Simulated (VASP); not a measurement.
# Si (P2_12_12_1) in VASP: notebook

The runs below take Si through single point, with PBE.

All numbers are computed with VASP 6.6.1; they aren't measurements. Logs are shortened: lines on timing, memory, paths and dates and some standing lists are left out, and cuts for length are marked.

## 1. The cell of the first run

It takes space group P2_12_12_1 (No. 19, orthorhombic). The conventional cell has a = 3.771 Å, b = 3.771 Å, c = 5.333 Å, α = 90.00°, β = 90.00°, γ = 90.00°. Within 3.1 Å of Si (site symmetry 1) lie 4 Si at 2.31 to 2.32 Å.

## 2. Single point, PBE (atoms displaced along a vibrational mode, the cell strained)

File INCAR:

```
SYSTEM = Si
ALGO = Normal
EDIFF = 1E-7
ENCUT = 520
GGA = PE
ISIF = 2
ISMEAR = 0
LASPH = .True.
LCHARG = .True.
LELF = .True.
LREAL = .False.
LVHAR = .True.
LWAVE = .False.
NBANDS = 16
NELM = 80
PREC = Accurate
SIGMA = 0.05
```

File KPOINTS:

```
k-points
0
Gamma
  8 8 6
  0 0 0
```

File POSCAR:

```
Si
1.0
    0.0000000000     -2.6663917402     -2.6663917402
    0.0000000000      2.6663917402     -2.6663917402
    5.3327834804      0.0000000000      0.0000000000
Si
4
Direct
    0.5079281072      0.5291944823      0.0000000000
   -0.0079281072     -0.0291944823      0.5000000000
    1.0079281072      0.4708055177      0.2500000000
    0.4920718928      0.0291944823      0.7500000000
```

Potentials or basis: VASP PAW PBE potentials, release 64 (Si).

Command:

```bash
$ cat potpaw_PBE.64/Si/POTCAR > POTCAR
$ mpirun -np 1 vasp_std > vasp.out
```

OUTCAR:

```text
SYSTEM = Si
   EDIFF = 1E-7
   ENCUT = 520
   GGA = PE
   ISIF = 2
   ISMEAR = 0
   LASPH = .True.
   LREAL = .False.
   NELM = 80
   PREC = Accurate

 ion  position               nearest neighbor table
   1  0.508  0.529  0.000-   4 2.31   4 2.31   3 2.32   3 2.32
   2  0.992  0.971  0.500-   3 2.31   3 2.31   4 2.32   4 2.32
   3  0.008  0.471  0.250-   2 2.31   2 2.31   1 2.32   1 2.32
   4  0.492  0.029  0.750-   1 2.31   1 2.31   2 2.32   2 2.32

  LATTYP: Found a simple tetragonal cell.
 ALAT       =     3.7708473616
 C/A-ratio  =     1.4142135624

  Lattice vectors:

 A1 = (   0.0000000000,  -2.6663917402,  -2.6663917402)
 A2 = (   0.0000000000,   2.6663917402,  -2.6663917402)
 A3 = (   5.3327834804,   0.0000000000,   0.0000000000)

Analysis of symmetry for initial positions (statically):
=====================================================================
 Subroutine PRICEL returns:
 Original cell was already a primitive cell.

 Routine SETGRP: Setting up the symmetry group for a
 simple tetragonal supercell.

 Subroutine GETGRP returns: Found  4 space group operations
 (whereof  1 operations were pure point group operations)
 out of a pool of 16 trial point group operations.

The static configuration has the point symmetry C_1 .
 The point group associated with its full space group is D_2 .

Analysis of symmetry for dynamics (positions and initial velocities):
=====================================================================
 Subroutine PRICEL returns:
 Original cell was already a primitive cell.

 Routine SETGRP: Setting up the symmetry group for a
 simple tetragonal supercell.

 Subroutine GETGRP returns: Found  4 space group operations
 (whereof  1 operations were pure point group operations)
 out of a pool of 16 trial point group operations.

The dynamic configuration has the point symmetry C_1 .
 The point group associated with its full space group is D_2 .

 Subroutine INISYM returns: Found  4 space group operations
 (whereof  1 operations are pure point group operations),
 and found     1 'primitive' translations

----------------------------------------------------------------------------------------

                                     Primitive cell

  volume of cell :      75.8284

  direct lattice vectors                    reciprocal lattice vectors
     0.000000000 -2.666391740 -2.666391740     0.000000000 -0.187519333 -0.187519333
     0.000000000  2.666391740 -2.666391740     0.000000000  0.187519333 -0.187519333
     5.332783480  0.000000000  0.000000000     0.187519333  0.000000000  0.000000000

  length of vectors
     3.770847362  3.770847362  5.332783480     0.265192384  0.265192384  0.187519333

  position of ions in fractional coordinates (direct lattice)
     0.507928107  0.529194482  0.000000000
     0.992071893  0.970805518  0.500000000
     0.007928107  0.470805518  0.250000000
     0.492071893  0.029194482  0.750000000

  ion indices of the primitive-cell ions
   primitive index   ion index
                 1           1
                 2           2
                 3           3
                 4           4

----------------------------------------------------------------------------------------

 KPOINTS: k-points

Automatic generation of k-mesh.
 Grid dimensions read from file:
 generate k-points for:    8    8    6

 Generating k-lattice:

  Cartesian coordinates                     Fractional coordinates (reciprocal lattice)
     0.000000000 -0.023439917 -0.023439917     0.125000000  0.000000000  0.000000000
     0.000000000  0.023439917 -0.023439917     0.000000000  0.125000000  0.000000000
     0.031253222  0.000000000  0.000000000     0.000000000  0.000000000  0.166666667

  Length of vectors
     0.033149048  0.033149048  0.031253222

  Shift w.r.t. Gamma in fractional coordinates (k-lattice)
     0.000000000  0.000000000  0.000000000

 Subroutine IBZKPT returns following result:
 ===========================================

 Found    100 irreducible k-points:

 Following reciprocal coordinates:
            Coordinates               Weight
  0.000000  0.000000  0.000000      1.000000
  0.125000  0.000000  0.000000      2.000000
  0.000000  0.125000  0.000000      2.000000
  0.250000  0.000000  0.000000      2.000000
  0.000000  0.250000  0.000000      2.000000
  0.375000  0.000000  0.000000      2.000000
[... 16 lines left out ...]
  0.500000  0.375000  0.000000      2.000000
 -0.375000  0.500000  0.000000      2.000000
 [... further k-points ...]
   k-points           NKPTS =    100   k-points in BZ     NKDIM =    100   number of bands    NBANDS=     16
   number of dos      NEDOS =    301   number of ions     NIONS =      4
   total plane-waves  NPLWV =  31360
   dimension x,y,z NGX =    28 NGY =   28 NGZ =   40
   dimension x,y,z NGXF=    56 NGYF=   56 NGZF=   80
   ions per type =               4
   NGX,Y,Z   is equivalent  to a cutoff of  12.34, 12.34, 12.47 a.u.
   NGXF,Y,Z  is equivalent  to a cutoff of  24.69, 24.69, 24.94 a.u.
 SYSTEM =  Si
   PREC   = accura    normal or accurate (medium, high low for compatibility)
   ISTART =      0    job   : 0-new  1-cont  2-samecut
   ICHARG =      2    charge: 1-file 2-atom 10-const
   ISPIN  =      1    spin polarized calculation?
   LNONCOLLINEAR =      F non collinear calculations
   LSORBIT =      F    spin-orbit coupling
   LASPH  =      T    aspherical Exc in radial PAW
   ENCUT  =  520.0 eV  38.22 Ry    6.18 a.u.   7.01  7.01  9.92*2*pi/ulx,y,z
   NELM   =     80;   NELMIN=  2; NELMDL= -5     # of ELM steps
   EDIFF  = 0.1E-06   stopping-criterion for ELM
   LREAL  =      F    real-space projection
   EDIFFG = 0.1E-05   stopping-criterion for IOM
   NSW    =      0    number of steps for IOM
   IBRION =     -1    ionic relax: 0-MD 1-quasi-New 2-CG
   NFREE  =      0    steps in history (QN), initial steepest desc. (CG)
   ISIF   =      2    stress and relaxation
   ISYM   =      2    0-nonsym 1-usesym 2-fastsym
   POTIM  = 0.5000    time-step for ionic-motion
   TEBEG  =    0.0;   TEEND  =   0.0 temperature during run
   PSTRESS=    0.0 pullay stress
   NELECT =      16.0000    total number of electrons
   NUPDOWN=      -1.0000    fix difference up-down
   EMIN   =  10.00;   EMAX   =-10.00  energy-range for DOS
   EFERMI =   0.00;   METHOD = LEGACY
   ISMEAR =     0;   SIGMA  =   0.05  broadening in eV -4-tet -1-fermi 0-gaus
   EFERMI_NEDOS =   21; number of points for ismear=-14 and -15
   IALGO  =     38    algorithm
   IMIX   =      4    mixing-type and parameters
     AMIX     =   0.40;   BMIX     =  1.00
     AMIX_MAG =   1.60;   BMIX_MAG =  1.00
  volume/ion in A,a.u.               =      18.96       127.93
  Fermi-wavevector in a.u.,A,eV,Ry     =   0.974625  1.841774 12.924091  0.949894
  Thomas-Fermi vector in A             =   2.105100
   LORBIT       =      0    0 simple, 1 ext, 2 COOP (PROOUT), +10 PAW based schemes
   GGA     = PE    functional components
   LHFCALC =     F    Hartree Fock is set to
   AEXX    =    0.0000 exact exchange contribution
   IVDW    =     0    specifies the selected vdW correction
   LEPSILON=     F    determine dielectric tensor
   LRPA    =     F    only Hartree local field effects (RPA)
 non-spin polarized calculation
 Gauss-broadening in eV      SIGMA  =   0.05
  energy-cutoff  :      520.00
  volume of cell :       75.83
 maximum number of plane-waves:      2072
   NGX = 15   NGY = 15   NGZ = 19

 number of electron      15.9999999 magnetization

 Free energy of the ion-electron system (eV)
  ---------------------------------------------------
  ext. energy  EPLUGINS =         0.00000000
  ---------------------------------------------------
  free energy    TOTEN  =       -21.51902414 eV

  energy without entropy =      -21.51902414  energy(sigma->0) =      -21.51902414

 E-fermi :   6.6600     XC(G=0):  -9.6369

 val. band max:        6.4330626773   @ k =   0.0000   0.0000   0.0000
 cond. band min:       6.8812127619   @ k =   0.3750   0.3750   0.0000
 fundamental gap:      0.4481500846
 Fermi energy:         6.6600271019

 k-point     1 :       0.0000    0.0000    0.0000
  band No.  band energies     occupation
      1      -5.9391      2.00000
      2      -1.6066      2.00000
      3      -1.5640      2.00000
      4       3.4124      2.00000
      5       3.4433      2.00000
      6       6.1096      2.00000
[... 8 lines left out ...]
     15      14.0672      0.00000
     16      14.1508      0.00000

 k-point     2 :       0.1250    0.0000    0.0000
  band No.  band energies     occupation
      1      -5.7962      2.00000
      2      -1.6688      2.00000
      3      -1.4110      2.00000
      4       2.6898      2.00000
      5       3.5371      2.00000
      6       5.4050      2.00000
[... 8 lines left out ...]
     15      13.4725      0.00000
     16      14.0026      0.00000

 k-point     3 :       0.0000    0.1250    0.0000
  band No.  band energies     occupation
      1      -5.7956      2.00000
      2      -1.6252      2.00000
      3      -1.4538      2.00000
      4       2.6604      2.00000
      5       3.5486      2.00000
      6       5.3055      2.00000
[... 8 lines left out ...]
     15      13.4543      0.00000
     16      13.9935      0.00000

 k-point     4 :       0.2500    0.0000    0.0000
  band No.  band energies     occupation
      1      -5.3730      2.00000
      2      -2.0121      2.00000
      3      -0.9536      2.00000
      4       1.8527      2.00000
      5       3.7309      2.00000
      6       3.8706      2.00000
[... 8 lines left out ...]
     15      12.6552      0.00000
     16      13.9326      0.00000

 k-point     5 :       0.0000    0.2500    0.0000
  band No.  band energies     occupation
      1      -5.3704      2.00000
      2      -1.9725      2.00000
      3      -0.9967      2.00000
      4       1.8161      2.00000
      5       3.6748      2.00000
      6       3.8860      2.00000
[... 8 lines left out ...]
     15      12.6231      0.00000
     16      14.1223      0.00000

 k-point     6 :       0.3750    0.0000    0.0000
  band No.  band energies     occupation
      1      -4.6887      2.00000
      2      -2.8054      2.00000
      3      -0.1965      2.00000
      4       1.8135      2.00000
      5       2.1735      2.00000
      6       3.4642      2.00000
[... 8 lines left out ...]
     15      12.5576      0.00000
     16      12.6852      0.00000
[... 267 lines left out ...]
 k-point    21 :      -0.2500    0.5000    0.0000
  band No.  band energies     occupation
      1      -3.2057      2.00000
      2      -3.2057      2.00000
      3       0.3421      2.00000
      4       0.3421      2.00000
      5       2.8473      2.00000
      6       2.8473      2.00000
[... 8 lines left out ...]
     15      14.6595      0.00000
     16      14.6595      0.00000

 k-point    22 :       0.3750    0.3750    0.0000
  band No.  band energies     occupation
      1      -3.4249      2.00000
      2      -1.5070      2.00000
      3      -1.4830      2.00000
      4       0.5869      2.00000
      5       2.7795      2.00000
      6       2.8070      2.00000
[... 8 lines left out ...]
     15      14.7702      0.00000
     16      14.8291      0.00000

 k-point    23 :       0.5000    0.3750    0.0000
  band No.  band energies     occupation
      1      -2.5169      2.00000
      2      -2.5169      2.00000
      3      -0.5277      2.00000
      4      -0.5277      2.00000
      5       3.2438      2.00000
      6       3.2438      2.00000
[... 8 lines left out ...]
     15      15.9326      0.00000
     16      15.9326      0.00000

 k-point    24 :      -0.3750    0.5000    0.0000
  band No.  band energies     occupation
      1      -2.5096      2.00000
      2      -2.5096      2.00000
      3      -0.5417      2.00000
      4      -0.5417      2.00000
      5       3.2299      2.00000
      6       3.2299      2.00000
[... 8 lines left out ...]
     15      15.9669      0.00000
     16      15.9669      0.00000

 [... further k-points ...]

------------------------ aborting loop because EDIFF is reached ----------------------------------------

  FORCE on cell =-STRESS in cart. coord.  units (eV):
  Direction    XX          YY          ZZ          XY          YZ          ZX
  --------------------------------------------------------------------------------------
  -------------------------------------------------------------------------------------
  Total        3.3674852      3.4379417      3.4379417      0.0000000     -0.1623410      0.0000000
  in kB       71.1515592     72.6402335     72.6402335      0.0000000     -3.4301012      0.0000000
  external PRESSURE =      72.1440087 kB  Pullay stress =       0.0000000 kB

 VOLUME and BASIS-vectors are now :
 -----------------------------------------------------------------------------
  energy-cutoff  :      520.00
  volume of cell :       75.83
      direct lattice vectors                 reciprocal lattice vectors
     0.000000000 -2.666391740 -2.666391740     0.000000000 -0.187519333 -0.187519333
     0.000000000  2.666391740 -2.666391740     0.000000000  0.187519333 -0.187519333
     5.332783480  0.000000000  0.000000000     0.187519333  0.000000000  0.000000000

 POSITION                                       TOTAL-FORCE (eV/Angst)
 -----------------------------------------------------------------------------------
      0.00000      0.05670     -2.76538         0.119498     -0.102973      0.161611
      2.66639     -0.05670     -5.23380         0.119498      0.102973     -0.161611
      1.33320      1.23421     -1.27649        -0.119498      0.161611     -0.102973
      3.99959     -1.23421     -1.38990        -0.119498     -0.161611      0.102973
 -----------------------------------------------------------------------------------
    total drift:                                0.000000      0.000000      0.000000

  FREE ENERGIE OF THE ION-ELECTRON SYSTEM (eV)
  ---------------------------------------------------
  free  energy   TOTEN  =       -21.5190241411 eV

  energy  without entropy=      -21.5190241411  energy(sigma->0) =      -21.51902414
```

It took 42 s on 1 thread of Intel Xeon 6975P-C (Granite Rapids), shared host; peak memory 0.22 GiB.

What came out:

```
Free energy            : -21.5190 eV
Pressure               : 7.2 GPa
Largest force          : 0.226 eV/Å
Band gap on the k mesh : 0.45 eV (least direct gap 0.59 eV)
```

Forces in eV/Å, atoms in the order of the input:
```
Si   0.119 -0.103  0.162
Si   0.119  0.103 -0.162
Si  -0.119  0.162 -0.103
Si  -0.119 -0.162  0.103
```

Caveat: the cell differs from its parent crystal (atoms displaced along a vibrational mode, the cell strained); the cell stands under pressure. A k mesh can miss the band edges.

## 3. Single point, PBE (atoms displaced along a vibrational mode, the cell strained)

File INCAR:

```
PREC     = Accurate       # precision mode
ENCUT    = 520            # plane-wave cutoff, eV
EDIFF    = 1E-6           # SCF threshold, eV
ISMEAR   = 0              # smearing method
SIGMA    = 0.05           # smearing width, eV
LREAL    = F              # projectors in reciprocal space
LASPH    = T              # aspherical terms in the spheres
NELM     = 60             # most SCF steps
ALGO     = Normal         # electronic algorithm
ISIF     = 2              # what is computed and relaxed
LWAVE    = F              # write WAVECAR
LCHARG   = F              # write CHGCAR
GGA      = PE             # functional
NBANDS   = 16             # bands
```

File KPOINTS:

```
regular mesh
0
Gamma
  8 8 6
```

File POSCAR:

```
Si
1.0
    0.0000000000     -2.6663917402     -2.6663917402
    0.0000000000      2.6663917402     -2.6663917402
    5.3327834804      0.0000000000      0.0000000000
Si
4
Direct
    0.5059494685      0.5219083380      0.0000000000
   -0.0059494685     -0.0219083380      0.5000000000
    1.0059494685      0.4780916620      0.2500000000
    0.4940505315      0.0219083380      0.7500000000
```

Potentials or basis: VASP PAW PBE potentials, release 64 (Si).

Command:

```bash
$ cat potpaw_PBE.64/Si/POTCAR > POTCAR
$ mpirun -np 1 vasp_std > vasp.out
```

Run time: 35 s. Hardware: 1 thread of Intel Xeon 6975P-C (Granite Rapids), shared host; peak memory 0.22 GiB.

Results (log left out):

```yaml
Free_energy: -21.5376 eV
Pressure: 7.5 GPa
Largest_force: 0.153 eV/Å
Band_gap_on_the_k_mesh: 0.48 eV (least direct gap 0.59 eV)
```

Forces in eV/Å, atoms in the order of the input:
```
Si   0.069 -0.071  0.116
Si   0.069  0.071 -0.116
Si  -0.069  0.116 -0.071
Si  -0.069 -0.116  0.071
```

Stress tensor (GPa, compression positive):
```
 7.42  0.00  0.00
 0.00  7.54 -0.20
 0.00 -0.20  7.54
```

Levels at points of the mesh, in eV from the valence-band top:
| k point | band 5 | band 6 | band 7 | band 8 | band 9 | band 10 | band 11 | band 12 |
| --- | --- | --- | --- | --- | --- | --- | --- | --- |
| (0.00, 0.00, 0.00) | -2.99 | -0.20 | 0.00 | 0.00 | 0.59 | 0.75 | 2.56 | 2.58 |
| (0.50, 0.00, 0.00) | -3.98 | -3.98 | -1.41 | -1.41 | 2.44 | 2.44 | 4.85 | 4.85 |
| (0.00, 0.50, 0.00) | -3.99 | -3.99 | -1.38 | -1.38 | 2.46 | 2.46 | 4.86 | 4.86 |
| (0.50, 0.50, 0.00) | -3.01 | -3.01 | -3.00 | -3.00 | 0.55 | 0.55 | 0.56 | 0.56 |
| (0.00, 0.00, 0.50) | -2.01 | -2.01 | -1.99 | -1.99 | 1.06 | 1.06 | 3.03 | 3.03 |
| (0.50, 0.00, 0.50) | -1.27 | -1.27 | -1.24 | -1.24 | 1.71 | 1.71 | 3.28 | 3.28 |
| (0.00, 0.50, 0.50) | -1.26 | -1.26 | -1.24 | -1.24 | 1.69 | 1.69 | 3.27 | 3.27 |
| (0.50, 0.50, 0.50) | -4.11 | -4.11 | -4.11 | -4.11 | 4.21 | 4.21 | 4.21 | 4.21 |

Caveat: the cell differs from its parent crystal (atoms displaced along a vibrational mode, the cell strained); the cell stands under pressure.
